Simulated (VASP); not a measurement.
Input of a VASP 6.6.1 run:

INCAR

```
SYSTEM = K
  PREC = Accurate
  ENCUT = 520
  EDIFF = 1E-7
  ISMEAR = 0
  SIGMA = 0.1
  LREAL = .False.
  LASPH = .True.
  NELM = 60
  ALGO = Normal
  ISIF = 2
  LWAVE = .False.
  LCHARG = .True.
  GGA = PE
  IVDW = 12
  LELF = .True.
  LVHAR = .True.
  NBANDS = 16
```

File KPOINTS:

```
Automatic mesh
0
Gamma
  6 6 4
  0 0 0
```

POSCAR

```
K
1.0
    4.7623960204      0.0000000000      0.0000000000
   -2.3811980102      4.1243559365      0.0000000000
    0.0000000000      0.0000000000      7.8299713200
K
2
Direct
    0.3333333300      0.6666666700      0.2500000000
    0.6666666700      0.3333333300      0.7500000000
```

Potentials or basis: VASP PAW PBE potentials, release 64 (K_sv).

Launch:

```console
$ cat potpaw_PBE.64/K_sv/POTCAR > POTCAR
$ mpirun -np 1 vasp_std > vasp.out
```

Problem. Predict the dispersion energy per atom.

Solution. -0.108 eV.

Problem. What does it give for the band gap on the k mesh?

Solution. Zero (band 9 reaches 0.99 eV, above the bottom of band 10 at -1.63 eV).

Problem. Predict the pressure.

Solution. -0.4 GPa.

Stress tensor (GPa, compression positive):
```
-0.28  0.00  0.00
 0.00 -0.28  0.00
 0.00  0.00 -0.55
```

Caveat: pairwise dispersion overbinds metals, which lowers pressure and volume.
